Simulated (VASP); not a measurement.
# InSe (C2/m) in VASP: single point with PBEsol

Aim: the single point of InSe with PBEsol.

Program: VASP 6.6.1. These are calculated values, not measurements. Logs are shortened: lines on timing, memory, paths and dates and some standing lists are left out, and cuts for length are marked.

### Step 1. The cell of the first run

The structure is monoclinic, space group C2/m (No. 12). Conventional cell: a = 11.893 Å, b = 4.139 Å, c = 4.497 Å, α = 90.00°, β = 110.79°, γ = 90.00°. Within 3.5 Å of In (site symmetry m) lie 5 Se at 2.69 to 3.49 Å and 1 In at 2.81 Å. Within 3.7 Å of Se (site symmetry m) lie 5 In at 2.69 to 3.49 Å and 3 Se at 3.40 to 3.61 Å.

### Step 2. Single point, PBEsol

The input, INCAR:

```
SYSTEM = InSe
ALGO = Normal
EDIFF = 1E-6
ENCUT = 520
GGA = PS
ISIF = 2
ISMEAR = 0
LASPH = .TRUE.
LCHARG = .FALSE.
LREAL = .FALSE.
LWAVE = .FALSE.
NBANDS = 27
NELM = 100
PREC = Accurate
SIGMA = 0.02
```

The input, KPOINTS:

```
k-points
0
G
  10 10 8
  0 0 0
```

The input, POSCAR:

```
InSe
1.0
    5.9466148471     -2.0692639538      0.0175615608
    5.9466148471      2.0692639538      0.0175615608
   -1.6081140243      0.0000000000      4.1991654087
In Se
2 2
Direct
    0.8848552884      0.8848552884      0.0193391515
    0.1151447116      0.1151447116      0.9806608485
    0.6529405870      0.6529405870      0.6335435797
    0.3470594130      0.3470594130      0.3664564203
```

Potentials or basis: VASP PAW PBE potentials, release 64 (In_d, Se).

Run with:

```sh
$ cat potpaw_PBE.64/In_d/POTCAR potpaw_PBE.64/Se/POTCAR > POTCAR
$ mpirun -np 1 vasp_std > vasp.out
```

OUTCAR:

```text
SYSTEM = InSe
   EDIFF = 1E-6
   ENCUT = 520
   GGA = PS
   ISIF = 2
   ISMEAR = 0
   LASPH = .TRUE.
   LREAL = .FALSE.
   NELM = 100
   PREC = Accurate

 ion  position               nearest neighbor table
   1  0.885  0.885  0.019-   3 2.69   4 2.72   4 2.72   2 2.81   2 3.77   2 3.77
   2  0.115  0.115  0.981-   4 2.69   3 2.72   3 2.72   1 2.81   1 3.77   1 3.77
   3  0.653  0.653  0.634-   1 2.69   2 2.72   2 2.72
   4  0.347  0.347  0.366-   2 2.69   1 2.72   1 2.72

  LATTYP: Found a base centered monoclinic cell.
 ALAT       =    11.8932815569
 B/A-ratio  =     0.3479719107
 C/A-ratio  =     0.3780753472
 COS(beta)  =    -0.3548729030

  Lattice vectors:

 A1 = (   5.9466148471,  -2.0692639538,   0.0175615608)
 A2 = (   5.9466148471,   2.0692639538,   0.0175615608)
 A3 = (  -1.6081140243,   0.0000000000,   4.1991654087)

Analysis of symmetry for initial positions (statically):
=====================================================================
 Subroutine PRICEL returns:
 Original cell was already a primitive cell.

 Routine SETGRP: Setting up the symmetry group for a
 base centered monoclinic supercell.

 Subroutine GETGRP returns: Found  4 space group operations
 (whereof  4 operations were pure point group operations)
 out of a pool of  4 trial point group operations.

The static configuration has the point symmetry C_2h.

Analysis of symmetry for dynamics (positions and initial velocities):
=====================================================================
 Subroutine PRICEL returns:
 Original cell was already a primitive cell.

 Routine SETGRP: Setting up the symmetry group for a
 base centered monoclinic supercell.

 Subroutine GETGRP returns: Found  4 space group operations
 (whereof  4 operations were pure point group operations)
 out of a pool of  4 trial point group operations.

The dynamic configuration has the point symmetry C_2h.

 Subroutine INISYM returns: Found  4 space group operations
 (whereof  4 operations are pure point group operations),
 and found     1 'primitive' translations

----------------------------------------------------------------------------------------

                                     Primitive cell

  volume of cell :     103.4593

  direct lattice vectors                    reciprocal lattice vectors
     5.946614847 -2.069263954  0.017561561     0.083986465 -0.241631813  0.032163489
     5.946614847  2.069263954  0.017561561     0.083986465  0.241631813  0.032163489
    -1.608114024  0.000000000  4.199165409    -0.000702489  0.000000000  0.237873535

  length of vectors
     6.296379107  6.296379107  4.496556554     0.257825812  0.257825812  0.237874572

  position of ions in fractional coordinates (direct lattice)
     0.884855288  0.884855288  0.019339151
     0.115144712  0.115144712  0.980660849
     0.652940587  0.652940587  0.633543580
     0.347059413  0.347059413  0.366456420

  ion indices of the primitive-cell ions
   primitive index   ion index
                 1           1
                 2           2
                 3           3
                 4           4

----------------------------------------------------------------------------------------

 KPOINTS: k-points

Automatic generation of k-mesh.
 Grid dimensions read from file:
 generate k-points for:   10   10    8

 Generating k-lattice:

  Cartesian coordinates                     Fractional coordinates (reciprocal lattice)
     0.008398646 -0.024163181  0.003216349     0.100000000 -0.000000000  0.000000000
     0.008398646  0.024163181  0.003216349    -0.000000000  0.100000000  0.000000000
    -0.000087811  0.000000000  0.029734192     0.000000000  0.000000000  0.125000000

  Length of vectors
     0.025782581  0.025782581  0.029734321

  Shift w.r.t. Gamma in fractional coordinates (k-lattice)
     0.000000000  0.000000000  0.000000000

 Subroutine IBZKPT returns following result:
 ===========================================

 Found    227 irreducible k-points:

 Following reciprocal coordinates:
            Coordinates               Weight
  0.000000  0.000000  0.000000      1.000000
  0.100000  0.000000  0.000000      4.000000
  0.200000  0.000000  0.000000      4.000000
  0.300000  0.000000  0.000000      4.000000
  0.400000  0.000000  0.000000      4.000000
  0.500000  0.000000  0.000000      2.000000
[... 16 lines left out ...]
  0.300000  0.300000  0.000000      2.000000
  0.400000  0.300000  0.000000      4.000000
 [... further k-points ...]
   k-points           NKPTS =    227   k-points in BZ     NKDIM =    227   number of bands    NBANDS=     27
   number of dos      NEDOS =    301   number of ions     NIONS =      4
   total plane-waves  NPLWV =  82944
   dimension x,y,z NGX =    48 NGY =   48 NGZ =   36
   dimension x,y,z NGXF=    96 NGYF=   96 NGZF=   72
   ions per type =               2   2
   NGX,Y,Z   is equivalent  to a cutoff of  12.67, 12.67, 13.31 a.u.
   NGXF,Y,Z  is equivalent  to a cutoff of  25.35, 25.35, 26.62 a.u.
 SYSTEM =  InSe
   PREC   = accura    normal or accurate (medium, high low for compatibility)
   ISTART =      0    job   : 0-new  1-cont  2-samecut
   ICHARG =      2    charge: 1-file 2-atom 10-const
   ISPIN  =      1    spin polarized calculation?
   LNONCOLLINEAR =      F non collinear calculations
   LSORBIT =      F    spin-orbit coupling
   LASPH  =      T    aspherical Exc in radial PAW
   ENCUT  =  520.0 eV  38.22 Ry    6.18 a.u.  11.71 11.71  8.36*2*pi/ulx,y,z
   NELM   =    100;   NELMIN=  2; NELMDL= -5     # of ELM steps
   EDIFF  = 0.1E-05   stopping-criterion for ELM
   LREAL  =      F    real-space projection
   EDIFFG = 0.1E-04   stopping-criterion for IOM
   NSW    =      0    number of steps for IOM
   IBRION =     -1    ionic relax: 0-MD 1-quasi-New 2-CG
   NFREE  =      0    steps in history (QN), initial steepest desc. (CG)
   ISIF   =      2    stress and relaxation
   ISYM   =      2    0-nonsym 1-usesym 2-fastsym
   POTIM  = 0.5000    time-step for ionic-motion
   TEBEG  =    0.0;   TEEND  =   0.0 temperature during run
   PSTRESS=    0.0 pullay stress
   NELECT =      38.0000    total number of electrons
   NUPDOWN=      -1.0000    fix difference up-down
   EMIN   =  10.00;   EMAX   =-10.00  energy-range for DOS
   EFERMI =   0.00;   METHOD = LEGACY
   ISMEAR =     0;   SIGMA  =   0.02  broadening in eV -4-tet -1-fermi 0-gaus
   EFERMI_NEDOS =   21; number of points for ismear=-14 and -15
   IALGO  =     38    algorithm
   IMIX   =      4    mixing-type and parameters
     AMIX     =   0.40;   BMIX     =  1.00
     AMIX_MAG =   1.60;   BMIX_MAG =  1.00
  volume/ion in A,a.u.               =      25.86       174.54
  Fermi-wavevector in a.u.,A,eV,Ry     =   1.172410  2.215534 18.701822  1.374545
  Thomas-Fermi vector in A             =   2.308839
   LORBIT       =      0    0 simple, 1 ext, 2 COOP (PROOUT), +10 PAW based schemes
   GGA     = PS    functional components
   LHFCALC =     F    Hartree Fock is set to
   AEXX    =    0.0000 exact exchange contribution
   IVDW    =     0    specifies the selected vdW correction
   LEPSILON=     F    determine dielectric tensor
   LRPA    =     F    only Hartree local field effects (RPA)
 non-spin polarized calculation
 Gauss-broadening in eV      SIGMA  =   0.02
  energy-cutoff  :      520.00
  volume of cell :      103.46
 maximum number of plane-waves:      2814
   NGX = 23   NGY = 23   NGZ = 17

 number of electron      37.9999994 magnetization

 Free energy of the ion-electron system (eV)
  ---------------------------------------------------
  ext. energy  EPLUGINS =         0.00000000
  ---------------------------------------------------
  free energy    TOTEN  =       -15.54708282 eV

  energy without entropy =      -15.54708282  energy(sigma->0) =      -15.54708282

 E-fermi :   5.0311     XC(G=0):  -9.8206

 val. band max:        4.9425646302   @ k =  -0.2000  -0.2000   0.3750
 cond. band min:       5.4425277837   @ k =   0.4000   0.4000   0.0000
 fundamental gap:      0.4999631536
 Fermi energy:         5.0310859881

 k-point     1 :       0.0000    0.0000    0.0000
  band No.  band energies     occupation
      1      -9.6785      2.00000
      2      -9.5940      2.00000
      3      -9.3652      2.00000
      4      -9.3576      2.00000
      5      -9.3248      2.00000
      6      -9.3213      2.00000
[... 19 lines left out ...]
     26      11.9216      0.00000
     27      13.6616      0.00000

 k-point     2 :       0.1000    0.0000    0.0000
  band No.  band energies     occupation
      1      -9.6759      2.00000
      2      -9.5903      2.00000
      3      -9.3988      2.00000
      4      -9.3500      2.00000
      5      -9.3348      2.00000
      6      -9.3123      2.00000
[... 19 lines left out ...]
     26      11.9529      0.00000
     27      13.5392      0.00000

 k-point     3 :       0.2000    0.0000    0.0000
  band No.  band energies     occupation
      1      -9.6691      2.00000
      2      -9.5842      2.00000
      3      -9.4530      2.00000
      4      -9.3551      2.00000
      5      -9.3376      2.00000
      6      -9.3057      2.00000
[... 19 lines left out ...]
     26      11.7188      0.00000
     27      12.8883      0.00000

 k-point     4 :       0.3000    0.0000    0.0000
  band No.  band energies     occupation
      1      -9.6599      2.00000
      2      -9.5920      2.00000
      3      -9.4814      2.00000
      4      -9.3794      2.00000
      5      -9.3256      2.00000
      6      -9.3182      2.00000
[... 19 lines left out ...]
     26      12.1879      0.00000
     27      12.7138      0.00000
[... 516 lines left out ...]
      4      -9.3726      2.00000
      5      -9.3318      2.00000
      6      -9.3122      2.00000
[... 19 lines left out ...]
     26      12.7092      0.00000
     27      12.8044      0.00000

 k-point    23 :       0.3000    0.3000    0.0000
  band No.  band energies     occupation
      1      -9.7089      2.00000
      2      -9.5130      2.00000
      3      -9.4155      2.00000
      4      -9.3634      2.00000
      5      -9.3326      2.00000
      6      -9.3207      2.00000
[... 19 lines left out ...]
     26      11.8340      0.00000
     27      12.7570      0.00000

 k-point    24 :       0.4000    0.3000    0.0000
  band No.  band energies     occupation
      1      -9.7112      2.00000
      2      -9.4935      2.00000
      3      -9.4237      2.00000
      4      -9.3723      2.00000
      5      -9.3508      2.00000
      6      -9.3100      2.00000
[... 19 lines left out ...]
     26      11.4622      0.00000
     27      12.1879      0.00000

 [... further k-points ...]

------------------------ aborting loop because EDIFF is reached ----------------------------------------

  FORCE on cell =-STRESS in cart. coord.  units (eV):
  Direction    XX          YY          ZZ          XY          YZ          ZX
  --------------------------------------------------------------------------------------
  -------------------------------------------------------------------------------------
  Total       -0.7304794     -0.4879523     -0.4074147      0.0000000      0.0000000     -0.0613925
  in kB      -11.3122494     -7.5564599     -6.3092489      0.0000000      0.0000000     -0.9507275
  external PRESSURE =      -8.3926527 kB  Pullay stress =       0.0000000 kB

 VOLUME and BASIS-vectors are now :
 -----------------------------------------------------------------------------
  energy-cutoff  :      520.00
  volume of cell :      103.46
      direct lattice vectors                 reciprocal lattice vectors
     5.946614847 -2.069263954  0.017561561     0.083986465 -0.241631813  0.032163489
     5.946614847  2.069263954  0.017561561     0.083986465  0.241631813  0.032163489
    -1.608114024  0.000000000  4.199165409    -0.000702489  0.000000000  0.237873535

 POSITION                                       TOTAL-FORCE (eV/Angst)
 -----------------------------------------------------------------------------------
     10.49269      0.00000      0.11229        -0.063712      0.000000      0.018733
     -0.20757      0.00000      4.12200         0.063712      0.000000     -0.018733
      6.74676      0.00000      2.68329         0.008355      0.000000      0.106302
      3.53835      0.00000      1.55100        -0.008355      0.000000     -0.106302
 -----------------------------------------------------------------------------------
    total drift:                                0.000000      0.000000     -0.000000

  FREE ENERGIE OF THE ION-ELECTRON SYSTEM (eV)
  ---------------------------------------------------
  free  energy   TOTEN  =       -15.5470828231 eV

  energy  without entropy=      -15.5470828231  energy(sigma->0) =      -15.54708282
```

Run time: 21 min. Hardware: 1 thread of Intel Xeon 8259CL, shared host; peak memory 0.68 GiB.

Results:

```
Free energy            : -15.5471 eV
Pressure               : -0.8 GPa
Largest force          : 0.107 eV/Å
Band gap on the k mesh : 0.50 eV (least direct gap 0.92 eV)
```

Forces in eV/Å, atoms in the order of the input:
```
In  -0.064  0.000  0.019
In   0.064  0.000 -0.019
Se   0.008  0.000  0.106
Se  -0.008  0.000 -0.106
```

Stress tensor (GPa, compression positive):
```
-1.13  0.00 -0.10
 0.00 -0.76  0.00
-0.10  0.00 -0.63
```

Caveat: semilocal functionals underestimate gaps, and a narrow one can read as zero; the PAW data sets were made with another functional, which shifts forces and pressure a little; spin-orbit coupling is left out, which moves the levels of the heavy elements.
